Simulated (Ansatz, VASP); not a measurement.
**TiO2 in VASP and in Ansatz**

Contents of POSCAR:

```
TiO2
1.0
   -0.0120941615      2.3919235782      2.3919235782
    2.3919235782     -0.0120941615      2.3919235782
    2.3919235782      2.3919235782     -0.0120941615
Ti O
1 2
Direct
    0.0000000000      0.0000000000      0.0000000000
    0.2502915068      0.2502915068      0.2502915068
    0.7497084932      0.7497084932      0.7497084932
```

File INCAR.step1:

```
PREC = Accurate ; ENCUT = 520
ISMEAR = 0 ; SIGMA = 0.01
LREAL = False ; LASPH = True
NELM = 80 ; NBANDS = 19
GGA = PE ; ALGO = Normal
EDIFF = 1E-4 ; LWAVE = True
LCHARG = False
```

Contents of INCAR.step2:

```
PREC = Accurate ; ENCUT = 520
EDIFF = 1E-6 ; ISMEAR = 0
SIGMA = 0.01 ; LREAL = False
LASPH = True ; NELM = 80
ALGO = Normal ; ISIF = 2
LWAVE = False ; LCHARG = True
METAGGA = R2SCAN ; LMIXTAU = True
LELF = True ; LVHAR = True
NBANDS = 19 ; ISTART = 1
```

Contents of KPOINTS:

```
regular mesh
0
Gamma
  10 10 10
```

Input for Ansatz:

```yaml
crystal:
  lattice:
    - [-0.0120941615, 2.3919235782, 2.3919235782]
    - [2.3919235782, -0.0120941615, 2.3919235782]
    - [2.3919235782, 2.3919235782, -0.0120941615]
  atoms:
    - { symbol: Ti, position: [0.0, 0.0, 0.0] }
    - { symbol: O, position: [0.2502915068, 0.2502915068, 0.2502915068] }
    - { symbol: O, position: [0.7497084932, 0.7497084932, 0.7497084932] }
kpoints:
  mp_grid: { grid: [10, 10, 10] }
  band_path:
    path:
      - [0.0, 0.0, 0.0]
      - [0.5, 0.0, 0.5]
      - [0.625, 0.25, 0.625]
      - [0.375, 0.375, 0.75]
      - [0.5, 0.5, 0.5]
      - [0.5, 0.25, 0.75]
    npoints: 1
hamiltonian:
  xc: r2scan
scf:
  occupations: { method: fixed }
  n_extra_bands: 4
output:
  forces: true
  stress: true
  eigenvalues: true
```

Change from the starting cell: epitaxial_111 strain +0.3%.

Alike in both runs: task single point; functional r2SCAN; k mesh 10 × 10 × 10; no spin polarisation.

|  | VASP | Ansatz |
| --- | --- | --- |
| version | VASP 6.6.1 | Ansatz 0.2.0 |
| potentials or method | VASP PAW PBE potentials, release 64 (Ti_sv, O) | plane waves, PAW |
| plane-wave cutoff (eV) | 520 | 500 |
| occupations | gaussian, width 0.01 eV | fixed |
| valence electrons in the cell | 24 | 24 |

|  | VASP | Ansatz | Ansatz less VASP |
| --- | --- | --- | --- |
| gap on the k mesh at the Fermi level (eV) | 1.54 | 1.51 | -0.037 |
| pressure (GPa) | 1.2 | -0.4 | -1.53 |
| traceless stress, the component that is largest in VASP (GPa) | 0.20 | 0.18 | -0.018 |

VASP's potentials were made for PBE, not for r2SCAN.
